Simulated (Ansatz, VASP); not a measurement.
One calculation of Al2Cu, two programs

```xyz
3
Lattice="4.1052 0.0000 0.0000 0.0000 4.1052 0.0000 0.0000 0.0000 2.8913" Properties=species:S:1:pos:R:3 pbc="T T T"
Al    2.0526    0.0000    1.4457
Al    0.0000    2.0526    1.4457
Cu    0.0000    0.0000    0.0000
```

Alike in both runs: task single point; functional PBE; k mesh 6 × 6 × 8; occupations gaussian, width 0.1 eV; no spin polarisation.

```csv
,VASP,Ansatz
version,VASP 6.6.1,Ansatz 0.2.0
potentials or method,"VASP PAW PBE potentials, release 64 (Al, Cu), cutoff 520 eV","scalar-relativistic, plane waves, PAW"
valence electrons in the cell,17,25
```

Ansatz gave:

* gap on the k mesh at the Fermi level (eV): none
* pressure (GPa): 0.7
* traceless stress, the component that is largest in VASP (GPa): -1.26

**Question.** Which values does VASP return?

**Answer.** gap on the k mesh at the Fermi level (eV): none; pressure (GPa): 0.8; traceless stress, the component that is largest in VASP (GPa): -1.35.

A gap of «none» marks a metal or a gap that the smearing closes. With one functional, cell and mesh, what is left measures potentials, basis and numerics. VASP's potentials hold 17 valence electrons a cell and Ansatz's 25, so a difference there can come from the potentials and not from the codes.
